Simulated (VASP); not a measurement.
# ScSiS4 (P6/mmm) in VASP: further runs

Runs on ScSiS4. Level: PBE. Tasks: single point.

Program: VASP 6.6.1. These are calculated values, not measurements. Logs are shortened: lines on timing, memory, paths and dates and some standing lists are left out, and cuts for length are marked.

## (1) The cell of the first run

The structure is hexagonal, space group P6/mmm (No. 191). The conventional cell has a = 4.764 Å, b = 4.764 Å, c = 7.458 Å, α = 90.00°, β = 90.00°, γ = 120.00°. Within 2.6 Å of Sc (site symmetry 6/mmm) lie 2 S at 1.96 Å. Si (site symmetry 6/mmm) has 2 S at 1.77 Å within 2.3 Å. Within 3.6 Å of S (site symmetry -6m2) lie 3 Sc at 2.75 Å and 9 S at 2.75 to 3.38 Å. S (site symmetry 6mm) has 1 Si at 1.77 Å and 1 Sc at 1.96 Å within 2.3 Å.

The cell was generated, and may not be a known phase.

## (2) Single point, PBE

The input, INCAR:

```
PREC = Accurate ; ENCUT = 520
EDIFF = 1E-6 ; ISMEAR = 0
SIGMA = 0.1 ; LREAL = F
LASPH = T ; NELM = 80
ALGO = Normal ; ISIF = 2
LWAVE = F ; LCHARG = F
GGA = PE ; NBANDS = 28
```

The input, KPOINTS:

```
Automatic mesh
0
Gamma
  6 6 4
```

The input, POSCAR:

```
ScSiS4
1.0
    4.7644552800      0.0000000000      0.0000000000
   -2.3822276400      4.1261393100      0.0000000000
    0.0000000000      0.0000000000      7.4576590100
Sc Si S
1 1 4
Direct
    0.0000000000      0.0000000000      0.5000000000
    0.0000000000      0.0000000000      0.0000000000
    0.3333333300      0.6666666700      0.5000000000
    0.6666666700      0.3333333300      0.5000000000
    0.0000000000      0.0000000000      0.2367651600
    0.0000000000      0.0000000000      0.7632348400
```

Potentials or basis: VASP PAW PBE potentials, release 64 (Sc_sv, Si, S).

Command:

```sh
$ cat potpaw_PBE.64/Sc_sv/POTCAR potpaw_PBE.64/Si/POTCAR potpaw_PBE.64/S/POTCAR > POTCAR
$ mpirun -np 1 vasp_std > vasp.out
```

OUTCAR:

```text
PREC = Accurate
   ENCUT = 520
   EDIFF = 1E-6
   ISMEAR = 0
   LREAL = F
   LASPH = T
   NELM = 80
   ISIF = 2
   GGA = PE

 ion  position               nearest neighbor table
   1  0.000  0.000  0.500-   5 1.96   6 1.96   3 2.75   4 2.75   4 2.75   3 2.75   4 2.75   3 2.75

   2  0.000  0.000  0.000-   5 1.77   6 1.77
   3  0.333  0.667  0.500-   1 2.75   4 2.75   4 2.75   1 2.75   1 2.75   4 2.75
   4  0.667  0.333  0.500-   1 2.75   3 2.75   3 2.75   1 2.75   1 2.75   3 2.75
   5  0.000  0.000  0.237-   2 1.77   1 1.96
   6  0.000  0.000  0.763-   2 1.77   1 1.96

  LATTYP: Found a hexagonal cell.
 ALAT       =     4.7644552800
 C/A-ratio  =     1.5652700197

  Lattice vectors:

 A1 = (   4.7644552800,   0.0000000000,   0.0000000000)
 A2 = (  -2.3822276400,   4.1261393100,   0.0000000000)
 A3 = (   0.0000000000,   0.0000000000,   7.4576590100)

Analysis of symmetry for initial positions (statically):
=====================================================================
 Subroutine PRICEL returns:
 Original cell was already a primitive cell.

 Routine SETGRP: Setting up the symmetry group for a
 hexagonal supercell.

 Subroutine GETGRP returns: Found 24 space group operations
 (whereof 24 operations were pure point group operations)
 out of a pool of 24 trial point group operations.

The static configuration has the point symmetry D_6h.

Analysis of symmetry for dynamics (positions and initial velocities):
=====================================================================
 Subroutine PRICEL returns:
 Original cell was already a primitive cell.

 Routine SETGRP: Setting up the symmetry group for a
 hexagonal supercell.

 Subroutine GETGRP returns: Found 24 space group operations
 (whereof 24 operations were pure point group operations)
 out of a pool of 24 trial point group operations.

The dynamic configuration has the point symmetry D_6h.

 Subroutine INISYM returns: Found 24 space group operations
 (whereof 24 operations are pure point group operations),
 and found     1 'primitive' translations

----------------------------------------------------------------------------------------

                                     Primitive cell

  volume of cell :     146.6087

  direct lattice vectors                    reciprocal lattice vectors
     4.764455280  0.000000000  0.000000000     0.209887582  0.121178652  0.000000000
    -2.382227640  4.126139310  0.000000000     0.000000000  0.242357304  0.000000000
     0.000000000  0.000000000  7.457659010     0.000000000  0.000000000  0.134090336

  length of vectors
     4.764455280  4.764455282  7.457659010     0.242357304  0.242357304  0.134090336

  position of ions in fractional coordinates (direct lattice)
     0.000000000  0.000000000  0.500000000
     0.000000000  0.000000000  0.000000000
     0.333333330  0.666666670  0.500000000
     0.666666670  0.333333330  0.500000000
     0.000000000  0.000000000  0.236765160
     0.000000000  0.000000000  0.763234840

  ion indices of the primitive-cell ions
   primitive index   ion index
                 1           1
                 2           2
                 3           3
                 4           4
                 5           5
                 6           6

----------------------------------------------------------------------------------------

 KPOINTS: Automatic mesh

Automatic generation of k-mesh.
 Grid dimensions read from file:
 generate k-points for:    6    6    4

 Generating k-lattice:

  Cartesian coordinates                     Fractional coordinates (reciprocal lattice)
     0.034981264  0.020196442  0.000000000     0.166666667  0.000000000  0.000000000
     0.000000000  0.040392884  0.000000000     0.000000000  0.166666667  0.000000000
     0.000000000  0.000000000  0.033522584     0.000000000  0.000000000  0.250000000

  Length of vectors
     0.040392884  0.040392884  0.033522584

  Shift w.r.t. Gamma in fractional coordinates (k-lattice)
     0.000000000  0.000000000  0.000000000

 Subroutine IBZKPT returns following result:
 ===========================================

 Found     21 irreducible k-points:

 Following reciprocal coordinates:
            Coordinates               Weight
  0.000000  0.000000  0.000000      1.000000
  0.166667  0.000000  0.000000      6.000000
  0.333333  0.000000  0.000000      6.000000
  0.500000  0.000000  0.000000      3.000000
  0.166667  0.166667  0.000000      6.000000
  0.333333  0.166667  0.000000     12.000000
[... 13 lines left out ...]
  0.333333  0.166667  0.500000     12.000000
  0.333333  0.333333  0.500000      2.000000
   k-points           NKPTS =     21   k-points in BZ     NKDIM =     21   number of bands    NBANDS=     28
   number of dos      NEDOS =    301   number of ions     NIONS =      6
   total plane-waves  NPLWV =  72576
   dimension x,y,z NGX =    36 NGY =   36 NGZ =   56
   dimension x,y,z NGXF=    72 NGYF=   72 NGZF=  112
   ions per type =               1   1   4
   NGX,Y,Z   is equivalent  to a cutoff of  12.56, 12.56, 12.48 a.u.
   NGXF,Y,Z  is equivalent  to a cutoff of  25.12, 25.12, 24.97 a.u.
 SYSTEM =  unknown system
   PREC   = accura    normal or accurate (medium, high low for compatibility)
   ISTART =      0    job   : 0-new  1-cont  2-samecut
   ICHARG =      2    charge: 1-file 2-atom 10-const
   ISPIN  =      1    spin polarized calculation?
   LNONCOLLINEAR =      F non collinear calculations
   LSORBIT =      F    spin-orbit coupling
   LASPH  =      T    aspherical Exc in radial PAW
   ENCUT  =  520.0 eV  38.22 Ry    6.18 a.u.   8.86  8.86 13.87*2*pi/ulx,y,z
   NELM   =     80;   NELMIN=  2; NELMDL= -5     # of ELM steps
   EDIFF  = 0.1E-05   stopping-criterion for ELM
   LREAL  =      F    real-space projection
   EDIFFG = 0.1E-04   stopping-criterion for IOM
   NSW    =      0    number of steps for IOM
   IBRION =     -1    ionic relax: 0-MD 1-quasi-New 2-CG
   NFREE  =      0    steps in history (QN), initial steepest desc. (CG)
   ISIF   =      2    stress and relaxation
   ISYM   =      2    0-nonsym 1-usesym 2-fastsym
   POTIM  = 0.5000    time-step for ionic-motion
   TEBEG  =    0.0;   TEEND  =   0.0 temperature during run
   PSTRESS=    0.0 pullay stress
   NELECT =      39.0000    total number of electrons
   NUPDOWN=      -1.0000    fix difference up-down
   EMIN   =  10.00;   EMAX   =-10.00  energy-range for DOS
   EFERMI =   0.00;   METHOD = LEGACY
   ISMEAR =     0;   SIGMA  =   0.10  broadening in eV -4-tet -1-fermi 0-gaus
   EFERMI_NEDOS =   21; number of points for ismear=-14 and -15
   IALGO  =     38    algorithm
   IMIX   =      4    mixing-type and parameters
     AMIX     =   0.40;   BMIX     =  1.00
     AMIX_MAG =   1.60;   BMIX_MAG =  1.00
  volume/ion in A,a.u.               =      24.43       164.89
  Fermi-wavevector in a.u.,A,eV,Ry     =   1.052874  1.989644 15.082658  1.108544
  Thomas-Fermi vector in A             =   2.187974
   LORBIT       =      0    0 simple, 1 ext, 2 COOP (PROOUT), +10 PAW based schemes
   GGA     = PE    functional components
   LHFCALC =     F    Hartree Fock is set to
   AEXX    =    0.0000 exact exchange contribution
   IVDW    =     0    specifies the selected vdW correction
   LEPSILON=     F    determine dielectric tensor
   LRPA    =     F    only Hartree local field effects (RPA)
 non-spin polarized calculation
 Gauss-broadening in eV      SIGMA  =   0.10
  energy-cutoff  :      520.00
  volume of cell :      146.61
 maximum number of plane-waves:      3981
 NGX is ok and might be reduce to    36
   NGX = 17   NGY = 17   NGZ = 27

 number of electron      39.0000003 magnetization

 Free energy of the ion-electron system (eV)
  ---------------------------------------------------
  ext. energy  EPLUGINS =         0.00000000
  ---------------------------------------------------
  free energy    TOTEN  =       -22.69201989 eV

  energy without entropy =      -22.66839477  energy(sigma->0) =      -22.68020733

 E-fermi :   3.2640     XC(G=0):  -8.3232

 val. band max:        3.2591704824   @ k =   0.1667   0.0000   0.5000
 cond. band min:       3.2964469531   @ k =   0.1667   0.0000   0.5000
 fundamental gap:      0.0372764707
 Fermi energy:         3.2639985522

 k-point     1 :       0.0000    0.0000    0.0000
  band No.  band energies     occupation
      1     -45.4037      2.00000
      2     -25.3838      2.00000
      3     -23.8564      2.00000
      4     -23.8564      2.00000
      5     -12.7892      2.00000
      6     -11.1513      2.00000
[... 20 lines left out ...]
     27       8.0972      0.00000
     28       8.0972      0.00000

 k-point     2 :       0.1667    0.0000    0.0000
  band No.  band energies     occupation
      1     -45.4036      2.00000
      2     -25.3836      2.00000
      3     -23.8603      2.00000
      4     -23.8571      2.00000
      5     -12.7706      2.00000
      6     -11.1411      2.00000
[... 20 lines left out ...]
     27       8.0773      0.00000
     28       8.1734      0.00000

 k-point     3 :       0.3333    0.0000    0.0000
  band No.  band energies     occupation
      1     -45.4034      2.00000
      2     -25.3831      2.00000
      3     -23.8682      2.00000
      4     -23.8586      2.00000
      5     -12.7339      2.00000
      6     -11.1206      2.00000
[... 20 lines left out ...]
     27       7.4367      0.00000
     28       8.4690      0.00000

 k-point     4 :       0.5000    0.0000    0.0000
  band No.  band energies     occupation
      1     -45.4034      2.00000
      2     -25.3829      2.00000
      3     -23.8721      2.00000
      4     -23.8593      2.00000
      5     -12.7158      2.00000
      6     -11.1102      2.00000
[... 485 lines left out ...]
     27       8.3437      0.00000
     28       8.4840      0.00000

 k-point    20 :       0.3333    0.1667    0.5000
  band No.  band energies     occupation
      1     -45.4034      2.00000
      2     -25.3833      2.00000
      3     -23.8700      2.00000
      4     -23.8615      2.00000
      5     -12.2832      2.00000
      6     -11.7885      2.00000
[... 20 lines left out ...]
     27       8.2486      0.00000
     28       8.3214      0.00000

 k-point    21 :       0.3333    0.3333    0.5000
  band No.  band energies     occupation
      1     -45.4033      2.00000
      2     -25.3832      2.00000
      3     -23.8669      2.00000
      4     -23.8669      2.00000
      5     -12.2771      2.00000
      6     -11.7770      2.00000
[... 20 lines left out ...]
     27       8.2675      0.00000
     28       8.2675      0.00000

------------------------ aborting loop because EDIFF is reached ----------------------------------------

  FORCE on cell =-STRESS in cart. coord.  units (eV):
  Direction    XX          YY          ZZ          XY          YZ          ZX
  --------------------------------------------------------------------------------------
  -------------------------------------------------------------------------------------
  Total       -1.2082148     -1.2082148     73.8084925      0.0000000     -0.0000000      0.0000000
  in kB      -13.2036823    -13.2036823    806.5982094      0.0000000     -0.0000000      0.0000000
  external PRESSURE =     260.0636150 kB  Pullay stress =       0.0000000 kB

 VOLUME and BASIS-vectors are now :
 -----------------------------------------------------------------------------
  energy-cutoff  :      520.00
  volume of cell :      146.61
      direct lattice vectors                 reciprocal lattice vectors
     4.764455280  0.000000000  0.000000000     0.209887582  0.121178652  0.000000000
    -2.382227640  4.126139310  0.000000000     0.000000000  0.242357304  0.000000000
     0.000000000  0.000000000  7.457659010     0.000000000  0.000000000  0.134090336

 POSITION                                       TOTAL-FORCE (eV/Angst)
 -----------------------------------------------------------------------------------
      0.00000      0.00000      3.72883         0.000000     -0.000000      0.000000
      0.00000      0.00000      0.00000         0.000000     -0.000000      0.000000
     -0.00000      2.75076      3.72883         0.000000     -0.000000     -0.000000
      2.38223      1.37538      3.72883        -0.000000     -0.000000      0.000000
      0.00000      0.00000      1.76571         0.000000      0.000000     -3.258221
      0.00000      0.00000      5.69195         0.000000     -0.000000      3.258221
 -----------------------------------------------------------------------------------
    total drift:                               -0.000000      0.000000      0.000000

  FREE ENERGIE OF THE ION-ELECTRON SYSTEM (eV)
  ---------------------------------------------------
  free  energy   TOTEN  =       -22.6920198912 eV

  energy  without entropy=      -22.6683947726  energy(sigma->0) =      -22.68020733
```

It took 53 s on 1 thread of AMD EPYC 9R45 (Zen 5), shared host; peak memory 0.26 GiB.

Results:

- Free energy: -22.6920 eV
- Pressure: 26.0 GPa
- Largest force: 3.258 eV/Å
- Band gap on the k mesh: zero (an odd number of electrons rules out a gap without spin polarisation)

Forces on the atoms (eV/Å):
```
Sc   0.000  0.000  0.000
Si   0.000  0.000  0.000
S    0.000  0.000  0.000
S    0.000  0.000  0.000
S    0.000  0.000 -3.258
S    0.000  0.000  3.258
```

Levels at points of the mesh, in eV from the Fermi level:
```
           k point  band 16  band 17  band 18  band 19  band 20  band 21  band 22  band 23
(0.00, 0.00, 0.00)    -4.19    -2.00    -0.45    -0.45     0.18     0.34     2.27     2.27
(0.50, 0.00, 0.00)    -3.27    -1.00    -0.91    -0.22     0.17     1.05     1.56     2.10
(0.00, 0.00, 0.50)    -3.73    -2.41     0.05     0.05     0.08     0.08     0.17     1.44
(0.50, 0.00, 0.50)    -2.82    -1.93    -1.09    -0.21    -0.10     0.33     0.63     2.40
```

Caveat: the stress differs along the axes, from -1 to 81 GPa; forces of over 1 eV/Å act on the atoms, so gaps and moduli don't describe the material at rest.

## (3) Single point, PBE

This run uses another cell than the first one, of 29.97 Å³/atom.

The input, INCAR:

```
  PREC = Accurate
  ENCUT = 520
  EDIFF = 1E-6
  ISMEAR = 0
  SIGMA = 0.1
  LREAL = F
  LASPH = T
  NELM = 100
  ALGO = Normal
  ISIF = 2
  LWAVE = F
  LCHARG = T
  GGA = PE
  LELF = T
  LVHAR = T
  NBANDS = 28
```

KPOINTS is that of step 2.

The input, POSCAR:

```
ScSiS4
1.0
    4.5887319330      0.0000000000      0.0000000000
   -2.2943659665      3.9739584251      0.0000000000
    0.0000000000      0.0000000000      9.8613532531
Sc Si S
1 1 4
Direct
    0.0000000000      0.0000000000      0.5000000000
    0.0000000000      0.0000000000      0.0000000000
    0.3333333333      0.6666666667      0.5000000000
    0.6666666667      0.3333333333      0.5000000000
    0.0000000000      0.0000000000      0.1970108564
    0.0000000000      0.0000000000      0.8029891436
```

Potentials or basis: VASP PAW PBE potentials, release 64 (Sc_sv, Si, S).

Command:

```sh
$ cat potpaw_PBE.64/Sc_sv/POTCAR potpaw_PBE.64/Si/POTCAR potpaw_PBE.64/S/POTCAR > POTCAR
$ mpirun -np 1 vasp_std > vasp.out
```

It took 78 s on 1 thread of AMD EPYC 9R45 (Zen 5), shared host; peak memory 0.33 GiB.

Results (log left out):

| Item | Value |
| --- | --- |
| Free energy | -29.6457 eV |
| Pressure | -0.1 GPa |
| Largest force | 0.117 eV/Å |
| Band gap on the k mesh | zero (an odd number of electrons rules out a gap without spin polarisation) |

Forces in eV/Å, atoms in the order of the input:
```
Sc   0.000  0.000  0.000
Si   0.000  0.000  0.000
S    0.000  0.000  0.000
S    0.000  0.000  0.000
S    0.000  0.000 -0.117
S    0.000  0.000  0.117
```

Stress tensor (GPa, compression positive):
```
 0.01  0.00  0.00
 0.00  0.01  0.00
 0.00  0.00 -0.38
```

Levels at points of the mesh, in eV from the Fermi level:
| k point | band 18 | band 19 | band 20 | band 21 | band 22 | band 23 |
| --- | --- | --- | --- | --- | --- | --- |
| (0.00, 0.00, 0.00) | -0.36 | -0.36 | -0.34 | 0.30 | 1.86 | 1.86 |
| (0.50, 0.00, 0.00) | -1.14 | -0.49 | 0.25 | 0.48 | 0.91 | 1.62 |
| (0.00, 0.00, 0.50) | -0.31 | -0.31 | 0.30 | 0.32 | 1.42 | 1.42 |
| (0.50, 0.00, 0.50) | -1.22 | -0.49 | 0.53 | 0.88 | 1.10 | 1.11 |

[end of part 1 of 2]

The gap in the log of VASP goes by the Fermi energy; the results here count the filled bands.